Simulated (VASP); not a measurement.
**Cu: vibrations by perturbation theory with PBEsol**

The system is Cu.

```
CELL_PARAMETERS angstrom
2.53410 0.00000 0.00000
-1.26705 2.19459 0.00000
0.00000 0.00000 4.11257
ATOMIC_POSITIONS crystal
Cu 0.66667 0.33333 0.75000
Cu 0.33333 0.66667 0.25000
```

```
Program                : VASP 6.6.1
Task                   : vibrations by perturbation theory
Functional             : PBEsol
Potentials or basis    : VASP PAW PBE potentials, release 64 (Cu)
Cutoff                 : 520 eV
k mesh                 : 9 × 9 × 5
Occupations            : fermi-dirac, width 0.05 eV
Spin                   : no spin polarisation
Dipole correction      : no
Further INCAR settings : ALGO = Normal; EDIFF = 1e-08; IBRION = 8; NSW = 1
```

The highest phonon frequency at Γ is 260 cm⁻¹.

Phonon frequencies in cm⁻¹ (negative: imaginary):
| q point | frequencies |
| --- | --- |
| (0.000, 0.000, 0.000) | 0 0 0 118 118 260 |

Wall time 66 s on 1 thread of Intel(R) Xeon(R) Platinum 8488C (Sapphire Rapids), on a shared host, peak memory 0.2 GiB.

Caveat: the cell wasn't relaxed at this level first, which shifts response properties.
